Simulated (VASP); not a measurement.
Write the native input for VASP 6.6.1 that does the following.

```yaml
Task: single point
Functional: LDA
Potentials_or_basis: VASP PAW LDA potentials, release 64 (K_sv, Cl)
Cutoff: 520 eV
k_mesh: 6 × 6 × 6
Occupations: gaussian, width 0.05 eV
Spin: no spin polarisation
Dipole_correction: no
Further_INCAR_settings: ALGO = Normal; EDIFF = 1e-06; NBANDS = 15
```

The structure of KCl lies in POSCAR:

```
KCl
1.0
    3.8391960000      0.0000000000      0.0000000000
    0.0000000000      3.8391960000      0.0000000000
    0.0000000000      0.0000000000      3.8391960000
K Cl
1 1
Direct
    0.0000000000      0.0000000000      0.0000000000
    0.5000000000      0.5000000000      0.5000000000
```

These files were run (other wordings do the same):

INCAR

```
  PREC = Accurate
  ENCUT = 520
  EDIFF = 1E-6
  ISMEAR = 0
  SIGMA = 0.05
  LREAL = False
  LASPH = True
  NELM = 60
  ALGO = Normal
  ISIF = 2
  LWAVE = False
  LCHARG = True
  LELF = True
  LVHAR = True
  NBANDS = 15
```

KPOINTS

```
regular mesh
0
Gamma
  6 6 6
```

Potentials or basis: VASP PAW LDA potentials, release 64 (K_sv, Cl).

Run with:

```sh
$ cat potpaw_LDA.64/K_sv/POTCAR potpaw_LDA.64/Cl/POTCAR > POTCAR
$ mpirun -np 1 vasp_std > vasp.out
```

It gave:

```
Pressure               : -3.1 GPa
Band gap on the k mesh : 4.37 eV (least direct gap 4.58 eV)
```

Caveat: the cell stands under tension.

Run time: 13 s on 1 thread of Intel(R) Xeon(R) Platinum 8259CL CPU @ 2.50GHz (Skylake/Cascade Lake) (shared host), peak memory 0.15 GiB.
